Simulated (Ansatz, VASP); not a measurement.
# One calculation of Al4CoNi3, two programs

```
Al Co Ni
1.0
     4.09427    0.00000    0.00000
     0.00000    4.09427    0.00000
     0.00000    0.00000    5.75147
Al Co Ni
4 1 3
Direct
  0.50000 0.00000 0.75117
  0.50000 0.00000 0.24883
  0.00000 0.50000 0.75117
  0.00000 0.50000 0.24883
  0.50000 0.50000 0.00000
  0.00000 0.00000 0.50000
  0.00000 0.00000 0.00000
  0.50000 0.50000 0.50000
```

Alike in both runs: functional PBE; k mesh 4 × 4 × 4; occupations gaussian, width 0.1 eV; collinear spin.

Ansatz relaxed the structure, and its values are those at the end. VASP's run is a single point on that final structure, the one shown.

```csv
,VASP,Ansatz
version,VASP 6.6.1,Ansatz 0.2.0
potentials or method,"VASP PAW PBE potentials, release 64 (Al, Co, Ni), cutoff 520 eV","scalar-relativistic, plane waves, PAW"
valence electrons in the cell,51,83
```

```csv
,VASP,Ansatz,Ansatz less VASP
gap on the k mesh at the Fermi level (eV),none,none,-
pressure (GPa),-0.1,0.0,+0.03
net moment per atom (μB),0.20,0.20,+0.004
size of the moment on the site where the two differ most (μB),0.27,0.29,+0.022
```

Site moments also hang on the region over which each program counts them. A gap of «none» marks a metal or a gap that the smearing closes. With one functional, cell and mesh, what is left measures potentials, basis and numerics. VASP's potentials hold 51 valence electrons a cell and Ansatz's 83, so a difference there can come from the potentials and not from the codes.

The k mesh is coarse, so the values compare programs but aren't converged.
